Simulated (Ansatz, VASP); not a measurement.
## Se: VASP beside Ansatz

INCAR

```
ALGO = Normal
EDIFF = 1E-6
EDIFFG = -0.005
ENCUT = 600
GGA = PE
IBRION = 2
ISIF = 3
ISMEAR = -1
LASPH = T
LCHARG = F
LREAL = F
LWAVE = F
NELM = 60
NSW = 60
PREC = Accurate
SIGMA = 0.08
```

Contents of KPOINTS:

```
k-points
0
Gamma
  13 13 13
```

Contents of POSCAR:

```
Se
1.0
    1.9616984362     -1.1325871202      3.4656672373
    0.0000000000      2.2651742404      3.4656672373
   -1.9616984362     -1.1325871202      3.4656672373
Se
2
Direct
    0.2320000000      0.2320000000      0.2320000000
   -0.2320000000     -0.2320000000     -0.2320000000
```

Input for Ansatz:

```yaml
crystal:
  lattice:
    - [1.9616984362, -1.1325871202, 3.4656672373]
    - [0.0, 2.2651742404, 3.4656672373]
    - [-1.9616984362, -1.1325871202, 3.4656672373]
  atoms:
    - { symbol: Se, position: [0.232, 0.232, 0.232] }
    - { symbol: Se, position: [-0.232, -0.232, -0.232] }
kpoints:
  mp_grid: { grid: [13, 13, 13] }
scf:
  occupations: { method: fermi_dirac, width: 0.08 }
hamiltonian:
  xc: pbe
  pseudopotentials: { kind: paw }
output:
  forces: true
  stress: true
  write_density: true
  write_potential: true
  elf: true
  volumetric_format: npy
relax:
  f_tol: 0.005
  max_steps: 40
  cell: {}
```

Alike in both runs: task relaxation of cell and atoms; functional PBE; k mesh 13 × 13 × 13; occupations fermi-dirac, width 0.08 eV; no spin polarisation.

|  | VASP | Ansatz |
| --- | --- | --- |
| version | VASP 6.6.1 | Ansatz 0.2.0 |
| potentials or method | VASP PAW PBE potentials, release 64 (Se) | PAW with Ansatz's default frozen-core files, scalar-relativistic |
| plane-wave cutoff (eV) | 600 | 420 |
| valence electrons in the cell | 12 | 32 |

|  | VASP | Ansatz | Ansatz less VASP |
| --- | --- | --- | --- |
| relaxed volume (Å³/atom) | 22.69 | 22.68 | -0.010 |
| relaxed length of the cell vector where the two differ most in proportion (Å) | 4.003 | 4.004 | +0.0016 |

VASP's potentials hold 12 valence electrons a cell and Ansatz's 32, so a difference there can come from the potentials and not from the codes.
